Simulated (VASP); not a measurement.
Write the native input for VASP 6.6.1 that does the following.

```
Task                   : relaxation of shape and atoms at fixed volume
Functional             : LDA
Potentials or basis    : VASP PAW LDA potentials, release 64 (Sr_sv, C)
Cutoff                 : 600 eV
k mesh                 : 10 × 10 × 10
Occupations            : gaussian, width 0.01 eV
Spin                   : no spin polarisation
Dipole correction      : no
Further INCAR settings : ALGO = Normal; EDIFF = 1e-07; IBRION = 2; EDIFFG = -0.001; NSW = 80; ISIF = 4
```

The structure of SrC2 lies in POSCAR:

```
SrC2
1.0
   -2.0089345173      2.0089345173      3.3642716247
    2.0089345173     -2.0089345173      3.3642716247
    2.0089345173      2.0089345173     -3.3642716247
Sr C
1 2
Direct
    0.0000000000      0.0000000000      0.0000000000
    0.4063724269      0.4063724269      0.0000000000
    0.5936275731      0.5936275731      0.0000000000
```

The input as run:

INCAR

```
  PREC = Accurate
  ENCUT = 600
  EDIFF = 1E-7
  ISMEAR = 0
  SIGMA = 0.01
  LREAL = F
  LASPH = T
  NELM = 80
  ALGO = Normal
  ISIF = 4
  LWAVE = F
  LCHARG = F
  IBRION = 2
  NSW = 80
  EDIFFG = -0.001
```

KPOINTS

```
Automatic mesh
0
Gamma
  10 10 10
```

Potentials or basis: VASP PAW LDA potentials, release 64 (Sr_sv, C).

Run with:

```sh
$ cat potpaw_LDA.64/Sr_sv/POTCAR potpaw_LDA.64/C/POTCAR > POTCAR
$ mpirun -np 1 vasp_std > vasp.out
```

It gave:

- Energy gained by relaxing: 0.6 meV/atom
- Ionic steps: 13
- Pressure after relaxing: -0.9 GPa
- Band gap on the k mesh: 1.32 eV (least direct gap 2.19 eV)

Run time: 4.9 min on 1 thread of Oxide Virtual Turin-like Processor (shared host), peak memory 0.21 GiB.
